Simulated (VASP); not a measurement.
Runs of VASP 6.6.1 on TiC (rocksalt type). The structure is that of space group Fm-3m (No. 225), or close to it. The cells are those of the table. 

| cell | cutoff (eV) | gap on the mesh (eV) | pressure (GPa) |
| --- | --- | --- | --- |
| a = 2.887 Å, angles 60.0°, 2 atoms | 520 | none | (a) |
| a = 2.797 Å, angles 60.0°, 2 atoms | 520 | none | 98.2 |
| a = 2.469 Å, angles 60.0°, 2 atoms | 520 | none | 522.8 |
| a = 2.596 Å, angles 60.0°, 2 atoms | 520 | none | 297.6 |
| a = 3.013 Å, angles 60.0°, 2 atoms | 600 | none | 0.6 |
| a = 2.951 Å, angles 60.0°, 2 atoms | 520 | none | (b) |
| a = 2.797 Å, angles 60.0°, 2 atoms | 600 | none | 98.0 |

Alike in all rows: task single point; level LDA; potentials or basis VASP PAW LDA potentials, release 64 (Ti_sv, C); no spin polarisation; k mesh 17 × 17 × 17; smearing fermi-dirac 0.08 eV.

Task: Fill in the values left out.

Result: (a) 47.2; (b) 20.5.

A gap of «none» marks levels without a gap at the run's occupations.
